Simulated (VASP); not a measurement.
Write the native input for VASP 6.6.1 that does the following.

```
Task                   : relaxation of cell and atoms
Functional             : PBEsol
Potentials or basis    : VASP PAW PBE potentials, release 64 (Al)
Cutoff                 : 600 eV
k mesh                 : 9 × 9 × 3
Occupations            : methfessel-paxton, width 0.1 eV
Spin                   : no spin polarisation
Target pressure        : 8 GPa
Dipole correction      : no
Further INCAR settings : ALGO = Normal; EDIFF = 1e-06; IBRION = 2; EDIFFG = -0.01; NSW = 60; ISIF = 3
```

The structure of Al lies in POSCAR:

```
Al
1.0
    2.8270770000      0.0000000000      0.0000000000
   -1.4135385000      2.4483205005      0.0000000000
    0.0000000000      0.0000000000      9.1859930000
Al
4
Direct
    0.0000000000      0.0000000000      0.0000000000
    0.0000000000      0.0000000000      0.5000000000
    0.3333333333      0.6666666667      0.2500000000
    0.6666666667      0.3333333333      0.7500000000
```

These files were run (other wordings do the same):

INCAR

```
ALGO     = Normal         # electronic algorithm
EDIFF    = 1E-6           # SCF threshold, eV
EDIFFG   = -0.01          # ionic threshold
ENCUT    = 600            # plane-wave cutoff, eV
GGA      = PS             # functional
IBRION   = 2              # ionic algorithm
ISIF     = 3              # what is computed and relaxed
ISMEAR   = 1              # smearing method
LASPH    = T              # aspherical terms in the spheres
LCHARG   = F              # write CHGCAR
LREAL    = F              # projectors in reciprocal space
LWAVE    = F              # write WAVECAR
NELM     = 80             # most SCF steps
NSW      = 60             # ionic steps
PREC     = Accurate       # precision mode
PSTRESS  = 80.0         
SIGMA    = 0.1            # smearing width, eV
```

KPOINTS

```
k-points
0
Gamma
  9 9 3
```

Potentials or basis: VASP PAW PBE potentials, release 64 (Al).

Run with:

```console
$ cat potpaw_PBE.64/Al/POTCAR > POTCAR
$ mpirun -np 1 vasp_std > vasp.out
```

It gave:

- Relaxed volume: 14.93 Å³/atom
- Relaxed cell: a = 2.755 Å, b = 2.755 Å, c = 9.084 Å, α = 90.00°, β = 90.00°, γ = 120.00°
- Space group after relaxing (to 0.05 Å): P6_3/mmc (No. 194)
- Energy change on relaxing (the enthalpy is what falls): +26.0 meV/atom
- Ionic steps: 7
- Pressure after relaxing: 8.1 GPa
- Band gap on the k mesh: zero (band 6 reaches 13.01 eV, above the bottom of band 7 at 7.66 eV)

Caveat: the cell is relaxed towards a set pressure, so the enthalpy falls and the energy may rise; the PAW data sets were made with another functional, which shifts forces and pressure a little.

It took 94 s on 1 thread of AMD EPYC 7R13 (shared host), peak memory 0.17 GiB.
